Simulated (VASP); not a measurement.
Write the native input for VASP 6.6.1 that does the following.

```yaml
Task: electric field gradients
Functional: PBEsol
Potentials_or_basis: VASP PAW PBE potentials, release 64 (Bi_d, Se)
Cutoff: 520 eV
k_mesh: 6 × 6 × 6
Occupations: fermi-dirac, width 0.03 eV
Spin: no spin polarisation
Dipole_correction: no
Further_INCAR_settings: ALGO = Normal; EDIFF = 1e-08; NBANDS = 32
```

The structure of Bi2Se3 lies in POSCAR:

```
Bi2Se3
1.0
    1.9640861900      1.0798123836      9.5126552003
   -2.1789124036      1.1212423696      9.5540851862
   -0.0715336865     -2.4874146533      9.5692496135
Bi Se
2 3
Direct
    0.4008000000      0.4008000000      0.4008000000
    0.5992000000      0.5992000000      0.5992000000
    0.0000000000      0.0000000000      0.0000000000
    0.2117000000      0.2117000000      0.2117000000
    0.7883000000      0.7883000000      0.7883000000
```

This cell differs from its parent crystal: equal xy, yz and zx shear strains of -2 %.

These files were run (other wordings do the same):

INCAR

```
SYSTEM = Bi2Se3
ALGO = Normal ; EDIFF = 1E-8
ENCUT = 520 ; GGA = PS
ISIF = 2 ; ISMEAR = -1
LASPH = .True. ; LCHARG = .False.
LEFG = .True. ; LREAL = .False.
LWAVE = .False. ; NBANDS = 32
NELM = 80 ; PREC = Accurate
SIGMA = 0.03
```

KPOINTS

```
k-points
0
Gamma
  6 6 6
  0 0 0
```

Potentials or basis: VASP PAW PBE potentials, release 64 (Bi_d, Se).

The run is started by

```bash
$ cat potpaw_PBE.64/Bi_d/POTCAR potpaw_PBE.64/Se/POTCAR > POTCAR
$ mpirun -np 1 vasp_std > vasp.out
```

Results of the run:

The pressure is -0.3 GPa. The largest force is 0.208 eV/Å and the band gap on the k mesh is 0.13 eV. The largest electric field gradient by atom is Bi -49.0; Se +73.4, -20.4 (each value once) V/Å².

Caveat: the cell differs from its parent crystal (equal xy, yz and zx shear strains of -2 %); without QUAD_EFG the Cq values of the log hold for a quadrupole moment of 1 mb, not for the nuclei; the PAW data sets were made with another functional, which shifts forces and pressure a little; spin-orbit coupling is left out, which moves the levels of the heavy elements.

Run time: 95 min on 1 thread of Intel Xeon 8259CL, with other jobs on the host, peak memory 1.2 GiB.
